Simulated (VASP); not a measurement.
# TaSi2 (P6_422) in VASP: further runs, part 2 of 2

VASP 6.6.1. Earlier steps stand in the parts before.

## (3) Single point, PBEsol (biaxial strain in the a-b plane: +4.0 %, then relaxed in part)

INCAR

```
PREC = Accurate ; ENCUT = 520
EDIFF = 1E-7 ; ISMEAR = 0
SIGMA = 0.1 ; LREAL = F
LASPH = T ; NELM = 60
ALGO = Normal ; ISIF = 2
LWAVE = F ; LCHARG = F
GGA = PS ; NBANDS = 38
```

KPOINTS

```
regular mesh
0
Gamma
  12 12 6
```

POSCAR

```
TaSi2
1.0
    4.9514298516      0.0000000000      0.0000000000
   -2.4757149258      4.2880640366      0.0000000000
    0.0000000000      0.0000000000      6.4609268429
Ta Si
3 6
Direct
    0.5000000000      0.0000000000      0.0000000000
    0.5000000000      0.5000000000      0.6666666667
    0.0000000000      0.5000000000      0.3333333333
    0.1581623099      0.3163246198      0.0000000000
    0.8418376901      0.1581623099      0.6666666667
    0.6836753802      0.8418376901      0.3333333333
    0.8418376901      0.6836753802      0.0000000000
    0.1581623099      0.8418376901      0.6666666667
    0.3163246198      0.1581623099      0.3333333333
```

Potentials or basis: VASP PAW PBE potentials, release 64 (Ta_pv, Si).

Command:

```bash
> cat potpaw_PBE.64/Ta_pv/POTCAR potpaw_PBE.64/Si/POTCAR > POTCAR
> mpirun -np 1 vasp_std > vasp.out
```

OUTCAR:

```text
PREC = Accurate
   ENCUT = 520
   EDIFF = 1E-7
   ISMEAR = 0
   LREAL = F
   LASPH = T
   NELM = 60
   ISIF = 2
   GGA = PS

 ion  position               nearest neighbor table
   1  0.500  0.000  0.000-   5 2.61   6 2.61   8 2.61   9 2.61   7 2.82   4 2.82   4 2.82   7 2.82
                             4 2.93   7 2.93   2 3.28   2 3.28   3 3.28   3 3.28
   2  0.500  0.500  0.667-   4 2.61   7 2.61   6 2.61   9 2.61   8 2.82   5 2.82   8 2.82   5 2.82
                             8 2.93   5 2.93   1 3.28   1 3.28   3 3.28   3 3.28
   3  0.000  0.500  0.333-   4 2.61   7 2.61   5 2.61   8 2.61   6 2.82   9 2.82   9 2.82   6 2.82
                             6 2.93   9 2.93   1 3.28   1 3.28   2 3.28   2 3.28
   4  0.158  0.316  0.000-   5 2.55   9 2.55   2 2.61   3 2.61   7 2.71   1 2.82   1 2.82   1 2.93
                             7 2.93   7 2.93
   5  0.842  0.158  0.667-   4 2.55   6 2.55   1 2.61   3 2.61   8 2.71   2 2.82   2 2.82   2 2.93
                             8 2.93   8 2.93
   6  0.684  0.842  0.333-   7 2.55   5 2.55   1 2.61   2 2.61   9 2.71   3 2.82   3 2.82   3 2.93
                             9 2.93   9 2.93
   7  0.842  0.684  0.000-   6 2.55   8 2.55   2 2.61   3 2.61   4 2.71   1 2.82   1 2.82   1 2.93
                             4 2.93   4 2.93
   8  0.158  0.842  0.667-   7 2.55   9 2.55   1 2.61   3 2.61   5 2.71   2 2.82   2 2.82   2 2.93
                             5 2.93   5 2.93
   9  0.316  0.158  0.333-   4 2.55   8 2.55   1 2.61   2 2.61   6 2.71   3 2.82   3 2.82   3 2.93
                             6 2.93   6 2.93

  LATTYP: Found a hexagonal cell.
 ALAT       =     4.9514298516
 C/A-ratio  =     1.3048608254

  Lattice vectors:

 A1 = (   4.9514298516,   0.0000000000,   0.0000000000)
 A2 = (  -2.4757149258,   4.2880640366,   0.0000000000)
 A3 = (   0.0000000000,   0.0000000000,   6.4609268429)

Analysis of symmetry for initial positions (statically):
=====================================================================
 Subroutine PRICEL returns:
 Original cell was already a primitive cell.

 Routine SETGRP: Setting up the symmetry group for a
 hexagonal supercell.

 Subroutine GETGRP returns: Found 12 space group operations
[... 158 lines left out ...]
   GGA     = PS    functional components
   LHFCALC =     F    Hartree Fock is set to
   AEXX    =    0.0000 exact exchange contribution
   IVDW    =     0    specifies the selected vdW correction
   LEPSILON=     F    determine dielectric tensor
   LRPA    =     F    only Hartree local field effects (RPA)
 non-spin polarized calculation
 Gauss-broadening in eV      SIGMA  =   0.10
  energy-cutoff  :      520.00
  volume of cell :      137.18
 maximum number of plane-waves:      3714
 NGX is ok and might be reduce to    40
   NGX = 19   NGY = 19   NGZ = 25

 number of electron      57.0000002 magnetization

 Free energy of the ion-electron system (eV)
  ---------------------------------------------------
  ext. energy  EPLUGINS =         0.00000000
  ---------------------------------------------------
  free energy    TOTEN  =       -76.88660050 eV

  energy without entropy =      -76.86997390  energy(sigma->0) =      -76.87828720

 E-fermi :   8.6487     XC(G=0): -11.9087

 val. band max:        8.6352849719   @ k =   0.3333   0.2500   0.1667
 cond. band min:       8.6501395310   @ k =   0.3333   0.1667   0.3333
 fundamental gap:      0.0148545590
 Fermi energy:         8.6487103982

 k-point     1 :       0.0000    0.0000    0.0000
  band No.  band energies     occupation
      1     -25.7985      2.00000
      2     -25.7478      2.00000
      3     -25.7478      2.00000
      4     -25.7342      2.00000
      5     -25.7342      2.00000
      6     -25.6441      2.00000
[... 973 lines left out ...]
     37      12.2523      0.00000
     38      12.5488      0.00000

 [... further k-points ...]
[... 5 lines left out ...]
  --------------------------------------------------------------------------------------
  -------------------------------------------------------------------------------------
  Total      -11.7620321    -11.7620321      0.2545153      0.0000000      0.0000000      0.0000000
  in kB     -137.3745316   -137.3745316      2.9726093      0.0000000      0.0000000      0.0000000
  external PRESSURE =     -90.5921513 kB  Pullay stress =       0.0000000 kB

 VOLUME and BASIS-vectors are now :
 -----------------------------------------------------------------------------
  energy-cutoff  :      520.00
  volume of cell :      137.18
      direct lattice vectors                 reciprocal lattice vectors
     4.951429852  0.000000000  0.000000000     0.201961864  0.116602736  0.000000000
    -2.475714926  4.288064037  0.000000000     0.000000000  0.233205473  0.000000000
     0.000000000  0.000000000  6.460926843     0.000000000  0.000000000  0.154776555

 POSITION                                       TOTAL-FORCE (eV/Angst)
 -----------------------------------------------------------------------------------
      2.47571      0.00000      0.00000        -0.000000      0.000000      0.000000
      1.23786      2.14403      4.30728        -0.000000      0.000000     -0.000000
     -1.23786      2.14403      2.15364        -0.000000      0.000000      0.000000
      0.00000      1.35642      0.00000        -0.000000     -0.003104      0.000000
      3.77674      0.67821      4.30728         0.002688     -0.001552      0.000000
      1.30102      3.60985      2.15364         0.002688      0.001552     -0.000000
      2.47571      2.93164      0.00000        -0.000000      0.003104      0.000000
     -1.30102      3.60985      4.30728        -0.002688      0.001552      0.000000
      1.17469      0.67821      2.15364        -0.002688     -0.001552      0.000000
 -----------------------------------------------------------------------------------
    total drift:                               -0.000000      0.000000     -0.000000

  FREE ENERGIE OF THE ION-ELECTRON SYSTEM (eV)
  ---------------------------------------------------
  free  energy   TOTEN  =       -76.8866005001 eV

  energy  without entropy=      -76.8699739015  energy(sigma->0) =      -76.87828720
```

OSZICAR:

```text
N       E                     dE             d eps       ncg     rms          rms(c)
DAV:   1     0.372672199138E+03    0.37267E+03   -0.27959E+04  5776   0.140E+03
DAV:   2    -0.602395221585E+02   -0.43291E+03   -0.42138E+03  6684   0.353E+02
DAV:   3    -0.791142458727E+02   -0.18875E+02   -0.18498E+02  7350   0.646E+01
DAV:   4    -0.794729952269E+02   -0.35875E+00   -0.35660E+00  7354   0.879E+00
DAV:   5    -0.794782735766E+02   -0.52783E-02   -0.52743E-02  7160   0.112E+00    0.292E+01
DAV:   6    -0.771984348735E+02    0.22798E+01   -0.91118E+00  7416   0.133E+01    0.130E+01
DAV:   7    -0.769259824524E+02    0.27245E+00   -0.64320E-01  7152   0.364E+00    0.451E+00
DAV:   8    -0.768878011308E+02    0.38181E-01   -0.78280E-02  7438   0.130E+00    0.495E-01
DAV:   9    -0.768868247824E+02    0.97635E-03   -0.46899E-03  7546   0.321E-01    0.270E-01
DAV:  10    -0.768866216312E+02    0.20315E-03   -0.90946E-04  7322   0.173E-01    0.572E-02
DAV:  11    -0.768866030648E+02    0.18566E-04   -0.78053E-05  7354   0.452E-02    0.199E-02
DAV:  12    -0.768866017039E+02    0.13608E-05   -0.69616E-06  7548   0.131E-02    0.479E-03
DAV:  13    -0.768866006394E+02    0.10646E-05   -0.79630E-07  6736   0.361E-03    0.150E-03
DAV:  14    -0.768866004996E+02    0.13974E-06   -0.59401E-08  4254   0.138E-03    0.550E-04
DAV:  15    -0.768866005001E+02   -0.45702E-09   -0.84798E-09  4238   0.560E-04
   1 F= -.76886601E+02 E0= -.76878287E+02  d E =-.166266E-01
```

Run time: 6.8 min. Hardware: 1 thread of Intel Xeon Platinum 8488C (Sapphire Rapids), shared host; peak memory 0.45 GiB.

Results:

```
Free energy            : -76.8866 eV
Pressure               : -9.1 GPa
Largest force          : 0.003 eV/Å
Band gap on the k mesh : zero (an odd number of electrons rules out a gap without spin polarisation)
```

Forces on the atoms (eV/Å):
```
Ta   0.000  0.000  0.000
Ta   0.000  0.000  0.000
Ta   0.000  0.000  0.000
Si   0.000 -0.003  0.000
Si   0.003 -0.002  0.000
Si   0.003  0.002  0.000
Si   0.000  0.003  0.000
Si  -0.003  0.002  0.000
Si  -0.003 -0.002  0.000
```

Stress tensor (GPa, compression positive):
```
-13.74   0.00   0.00
  0.00 -13.74   0.00
  0.00   0.00   0.30
```

Levels at points of the mesh, in eV from the Fermi level:
| k point | band 27 | band 28 | band 29 | band 30 | band 31 | band 32 |
| --- | --- | --- | --- | --- | --- | --- |
| (0.00, 0.00, 0.00) | -1.97 | -1.97 | -1.56 | 0.91 | 2.51 | 2.51 |
| (0.50, 0.00, 0.00) | -0.56 | -0.21 | 0.05 | 0.84 | 1.10 | 1.26 |
| (0.00, 0.00, 0.50) | -1.93 | -1.93 | 1.42 | 1.42 | 2.51 | 2.51 |
| (0.50, 0.00, 0.50) | -1.62 | -0.67 | -0.62 | 1.29 | 1.70 | 2.21 |

Caveat: the cell differs from its parent crystal (biaxial strain in the a-b plane: +4.0 %, then relaxed in part); the stress differs along the axes, from -14 to 0 GPa; the PAW data sets were made with another functional, which shifts forces and pressure a little; spin-orbit coupling is left out, which moves the levels of the heavy elements; an odd number of electrons without spin polarisation forces a metal; a magnetic or distorted state may lie lower.
